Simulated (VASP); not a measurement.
# Br (Cmce) in VASP: notebook

Runs on Br. Level: PBE. Tasks: single point.

Program: VASP 6.6.1. These are calculated values, not measurements. Logs are shortened: lines on timing, memory, paths and dates and some standing lists are left out, and cuts for length are marked.

**1. The cell of the first run**

The structure is orthorhombic, space group Cmce (No. 64). The conventional cell has a = 8.188 Å, b = 4.252 Å, c = 8.689 Å, α = 90.00°, β = 90.00°, γ = 90.00°. Br (site symmetry m) has 3 Br at 2.39 to 3.12 Å within 3.2 Å.

**2. Single point, PBE (37.81 Å³/atom)**

The input, INCAR:

```
SYSTEM = Br
ALGO = Normal ; EDIFF = 1E-7
ENCUT = 520 ; GGA = PE
ISIF = 2 ; ISMEAR = 0
LASPH = .True. ; LCHARG = .False.
LREAL = .False. ; LWAVE = .False.
NBANDS = 22 ; NELM = 80
PREC = Accurate ; SIGMA = 0.02
```

The input, KPOINTS:

```
k-points
0
Gamma
  8 8 4
  0 0 0
```

The input, POSCAR:

```
Br
1.0
    4.0937507004     -2.1261716039      0.0000000000
    4.0937507004      2.1261716039      0.0000000000
    0.0000000000      0.0000000000      8.6887548515
Br
4
Direct
    0.8568737621      0.1431262379      0.1185350727
    0.6431262379      0.3568737621      0.6185350727
    0.1431262379      0.8568737621      0.8814649273
    0.3568737621      0.6431262379      0.3814649273
```

Potentials or basis: VASP PAW PBE potentials, release 64 (Br).

Command:

```bash
> cat potpaw_PBE.64/Br/POTCAR > POTCAR
> mpirun -np 1 vasp_std > vasp.out
```

OUTCAR:

```text
SYSTEM = Br
   EDIFF = 1E-7
   ENCUT = 520
   GGA = PE
   ISIF = 2
   ISMEAR = 0
   LASPH = .True.
   LREAL = .False.
   NELM = 80
   PREC = Accurate

 ion  position               nearest neighbor table
   1  0.857  0.143  0.119-   3 2.39
   2  0.643  0.357  0.619-   4 2.39
   3  0.143  0.857  0.881-   1 2.39
   4  0.357  0.643  0.381-   2 2.39

  LATTYP: Found a base centered orthorhombic cell.
 ALAT       =     4.2523432078
 B/A-ratio  =     1.9254093568
 C/A-ratio  =     2.0432863546

  Lattice vectors:

 A1 = (  -4.0937507004,  -2.1261716039,   0.0000000000)
 A2 = (   4.0937507004,  -2.1261716039,   0.0000000000)
 A3 = (   0.0000000000,   0.0000000000,   8.6887548515)

Analysis of symmetry for initial positions (statically):
=====================================================================
 Subroutine PRICEL returns:
 Original cell was already a primitive cell.

 Routine SETGRP: Setting up the symmetry group for a
 base centered orthorhombic supercell.

 Subroutine GETGRP returns: Found  8 space group operations
 (whereof  4 operations were pure point group operations)
 out of a pool of  8 trial point group operations.

The static configuration has the point symmetry C_2h.
 The point group associated with its full space group is D_2h.

Analysis of symmetry for dynamics (positions and initial velocities):
=====================================================================
 Subroutine PRICEL returns:
 Original cell was already a primitive cell.

 Routine SETGRP: Setting up the symmetry group for a
 base centered orthorhombic supercell.

 Subroutine GETGRP returns: Found  8 space group operations
 (whereof  4 operations were pure point group operations)
 out of a pool of  8 trial point group operations.

The dynamic configuration has the point symmetry C_2h.
 The point group associated with its full space group is D_2h.

 Subroutine INISYM returns: Found  8 space group operations
 (whereof  4 operations are pure point group operations),
 and found     1 'primitive' translations

----------------------------------------------------------------------------------------

                                     Primitive cell

  volume of cell :     151.2541

  direct lattice vectors                    reciprocal lattice vectors
     4.093750700 -2.126171604  0.000000000     0.122137384 -0.235164461  0.000000000
     4.093750700  2.126171604  0.000000000     0.122137384  0.235164461  0.000000000
[... 89 lines left out ...]
   EDIFF  = 0.1E-06   stopping-criterion for ELM
   LREAL  =      F    real-space projection
   EDIFFG = 0.1E-05   stopping-criterion for IOM
   NSW    =      0    number of steps for IOM
   IBRION =     -1    ionic relax: 0-MD 1-quasi-New 2-CG
   NFREE  =      0    steps in history (QN), initial steepest desc. (CG)
   ISIF   =      2    stress and relaxation
   ISYM   =      2    0-nonsym 1-usesym 2-fastsym
   POTIM  = 0.5000    time-step for ionic-motion
   TEBEG  =    0.0;   TEEND  =   0.0 temperature during run
   PSTRESS=    0.0 pullay stress
   NELECT =      28.0000    total number of electrons
   NUPDOWN=      -1.0000    fix difference up-down
   EMIN   =  10.00;   EMAX   =-10.00  energy-range for DOS
   EFERMI =   0.00;   METHOD = LEGACY
   ISMEAR =     0;   SIGMA  =   0.02  broadening in eV -4-tet -1-fermi 0-gaus
   EFERMI_NEDOS =   21; number of points for ismear=-14 and -15
   IALGO  =     38    algorithm
   IMIX   =      4    mixing-type and parameters
     AMIX     =   0.40;   BMIX     =  1.00
     AMIX_MAG =   1.60;   BMIX_MAG =  1.00
  volume/ion in A,a.u.               =      37.81       255.18
  Fermi-wavevector in a.u.,A,eV,Ry     =   0.933022  1.763155 11.844274  0.870530
  Thomas-Fermi vector in A             =   2.059680
   LORBIT       =      0    0 simple, 1 ext, 2 COOP (PROOUT), +10 PAW based schemes
   GGA     = PE    functional components
   LHFCALC =     F    Hartree Fock is set to
   AEXX    =    0.0000 exact exchange contribution
   IVDW    =     0    specifies the selected vdW correction
   LEPSILON=     F    determine dielectric tensor
   LRPA    =     F    only Hartree local field effects (RPA)
 non-spin polarized calculation
 Gauss-broadening in eV      SIGMA  =   0.02
  energy-cutoff  :      520.00
  volume of cell :      151.25
 maximum number of plane-waves:      4100
 NGX is ok and might be reduce to    36
   NGX = 17   NGY = 17   NGZ = 33

 number of electron      28.0000004 magnetization

 Free energy of the ion-electron system (eV)
  ---------------------------------------------------
  ext. energy  EPLUGINS =         0.00000000
  ---------------------------------------------------
  free energy    TOTEN  =        -6.56573197 eV

  energy without entropy =       -6.56573197  energy(sigma->0) =       -6.56573197

 E-fermi :  -0.8532     XC(G=0):  -7.3204

 val. band max:       -0.9343189936   @ k =   0.0000   0.0000   0.0000
 cond. band min:       0.4257743046   @ k =   0.0000   0.0000   0.0000
 fundamental gap:      1.3600932982
 Fermi energy:        -0.8532223439

 k-point     1 :       0.0000    0.0000    0.0000
  band No.  band energies     occupation
      1     -16.6053      2.00000
      2     -16.0461      2.00000
      3     -14.4678      2.00000
      4     -13.4464      2.00000
      5      -5.8365      2.00000
      6      -4.5506      2.00000
[... 589 lines left out ...]
     21       7.9550      0.00000
     22       8.2554      0.00000

 [... further k-points ...]

------------------------ aborting loop because EDIFF is reached ----------------------------------------

  FORCE on cell =-STRESS in cart. coord.  units (eV):
  Direction    XX          YY          ZZ          XY          YZ          ZX
  --------------------------------------------------------------------------------------
  -------------------------------------------------------------------------------------
  Total        0.1136232      0.1245931      0.1383343      0.0000000      0.0000000      0.0000000
  in kB        1.2035674      1.3197670      1.4653224      0.0000000      0.0000000      0.0000000
  external PRESSURE =       1.3295523 kB  Pullay stress =       0.0000000 kB

 VOLUME and BASIS-vectors are now :
 -----------------------------------------------------------------------------
  energy-cutoff  :      520.00
  volume of cell :      151.25
      direct lattice vectors                 reciprocal lattice vectors
     4.093750700 -2.126171604  0.000000000     0.122137384 -0.235164461  0.000000000
     4.093750700  2.126171604  0.000000000     0.122137384  0.235164461  0.000000000
     0.000000000  0.000000000  8.688754852     0.000000000  0.000000000  0.115091289

 POSITION                                       TOTAL-FORCE (eV/Angst)
 -----------------------------------------------------------------------------------
      4.09375     -1.51755      1.02992         0.000000      0.001571     -0.000770
      4.09375     -0.60862      5.37430         0.000000     -0.001571     -0.000770
      4.09375      1.51755      7.65883         0.000000     -0.001571      0.000770
      4.09375      0.60862      3.31446         0.000000      0.001571      0.000770
 -----------------------------------------------------------------------------------
    total drift:                               -0.000000      0.000000      0.000000

  FREE ENERGIE OF THE ION-ELECTRON SYSTEM (eV)
  ---------------------------------------------------
  free  energy   TOTEN  =        -6.5657319739 eV

  energy  without entropy=       -6.5657319739  energy(sigma->0) =       -6.56573197
```

OSZICAR:

```text
N       E                     dE             d eps       ncg     rms          rms(c)
DAV:   1     0.179452285466E+03    0.17945E+03   -0.11035E+04  2772   0.104E+03
DAV:   2     0.838322437718E+01   -0.17107E+03   -0.16515E+03  3944   0.182E+02
DAV:   3    -0.675767091835E+01   -0.15141E+02   -0.15084E+02  3510   0.614E+01
DAV:   4    -0.693093561338E+01   -0.17326E+00   -0.17321E+00  3480   0.786E+00
DAV:   5    -0.693250395349E+01   -0.15683E-02   -0.15682E-02  3518   0.743E-01    0.104E+01
DAV:   6    -0.666378838101E+01    0.26872E+00   -0.19438E-01  3360   0.222E+00    0.683E+00
DAV:   7    -0.657351504768E+01    0.90273E-01   -0.43170E-01  3300   0.328E+00    0.577E-01
DAV:   8    -0.656559315737E+01    0.79219E-02   -0.47800E-02  3084   0.112E+00    0.274E-01
DAV:   9    -0.656566108303E+01   -0.67926E-04   -0.91963E-04  3378   0.184E-01    0.918E-02
DAV:  10    -0.656572682999E+01   -0.65747E-04   -0.12240E-04  3390   0.636E-02    0.505E-02
DAV:  11    -0.656572981649E+01   -0.29865E-05   -0.18066E-05  3410   0.234E-02    0.935E-03
DAV:  12    -0.656573084011E+01   -0.10236E-05   -0.34189E-06  3292   0.989E-03    0.869E-03
DAV:  13    -0.656573166385E+01   -0.82374E-06   -0.13465E-06  3270   0.667E-03    0.406E-03
DAV:  14    -0.656573193536E+01   -0.27151E-06   -0.32652E-07  3124   0.332E-03    0.218E-03
DAV:  15    -0.656573197394E+01   -0.38579E-07   -0.45178E-08  2184   0.129E-03
   1 F= -.65657320E+01 E0= -.65657320E+01  d E =-.320486E-11
```

stdout:

```text
POSCAR found type information on POSCAR Br
 POSCAR found :  1 types and       4 ions
 scaLAPACK will be used
 LDA part: xc-table for (Slater+PW92), standard interpolation
 POSCAR, INCAR and KPOINTS ok, starting setup
 FFT: planning ... GRIDC
 FFT: planning ... GRID_SOFT
 FFT: planning ... GRID
 WAVECAR not read
 entering main loop
```

Run time: 4.7 min. Hardware: 1 thread of Intel Xeon 8259CL, shared host; peak memory 0.37 GiB.

What came out:

* Free energy: -6.5657 eV
* Pressure: 0.1 GPa
* Band gap on the k mesh: 1.36 eV

Caveat: this functional lacks dispersion, which holds the molecules together, so the pressure and a relaxed volume are unreliable.

**3. Single point, PBE (39.02 Å³/atom)**

This run uses another cell than the first one, of 39.02 Å³/atom.

The input, INCAR:

```
SYSTEM = Br
ALGO     = Normal         ! electronic algorithm
EDIFF    = 1E-6           ! SCF threshold, eV
ENCUT    = 520            ! plane-wave cutoff, eV
GGA      = PE             ! functional
ISIF     = 2              ! what is computed and relaxed
ISMEAR   = 0              ! smearing method
LASPH    = .TRUE.         ! aspherical terms in the spheres
LCHARG   = .FALSE.        ! write CHGCAR
LREAL    = .FALSE.        ! projectors in reciprocal space
LWAVE    = .FALSE.        ! write WAVECAR
NBANDS   = 22             ! bands
NELM     = 60             ! most SCF steps
PREC     = Accurate       ! precision mode
SIGMA    = 0.02           ! smearing width, eV
```

The input, KPOINTS:

```
k-points
0
G
  8 8 4
  0 0 0
```

The input, POSCAR:

```
Br
1.0
    4.2293086766     -2.1250843688      0.0000000000
    4.2293086766      2.1250843688      0.0000000000
    0.0000000000      0.0000000000      8.6831153377
Br
4
Direct
    0.8558336191      0.1441663809      0.1183569011
    0.6441663809      0.3558336191      0.6183569011
    0.1441663809      0.8558336191      0.8816430989
    0.3558336191      0.6441663809      0.3816430989
```

Potentials or basis: VASP PAW PBE potentials, release 64 (Br).

Command:

```bash
> cat potpaw_PBE.64/Br/POTCAR > POTCAR
> mpirun -np 1 vasp_std > vasp.out
```

Run time: 5 min. Hardware: 1 thread of Intel Xeon 8259CL, shared host; peak memory 0.37 GiB.

Results (log left out):

* Free energy: -6.5682 eV
* Pressure: 0.1 GPa
* Largest force: 0.010 eV/Å
* Band gap on the k mesh: 1.37 eV

Forces in eV/Å, atoms in the order of the input:
```
Br   0.000 -0.004  0.009
Br   0.000  0.004  0.009
Br   0.000  0.004 -0.009
Br   0.000 -0.004 -0.009
```

Stress tensor (GPa, compression positive):
```
0.04 0.00 0.00
0.00 0.12 0.00
0.00 0.00 0.13
```

Levels at points of the mesh, in eV from the valence-band top:
```tsv
k point	band 12	band 13	band 14	band 15	band 16	band 17
(0.00, 0.00, 0.00)	-0.76	-0.48	0.00	1.37	2.23	5.36
(0.50, 0.00, 0.00)	-1.22	-0.63	-0.63	2.39	2.39	6.96
(0.50, 0.50, 0.00)	-1.35	-0.49	-0.07	1.39	2.19	7.12
(0.00, 0.00, 0.50)	-1.06	-0.32	-0.32	1.66	1.66	5.97
(0.50, 0.00, 0.50)	-0.66	-0.09	-0.09	1.82	1.82	7.23
(0.50, 0.50, 0.50)	-1.08	-0.61	-0.61	1.67	1.67	8.13
```

Caveat: this functional lacks dispersion, which holds the molecules together, so the pressure and a relaxed volume are unreliable. A k mesh can miss the band edges.

(Part 1 of 2 ends here.)
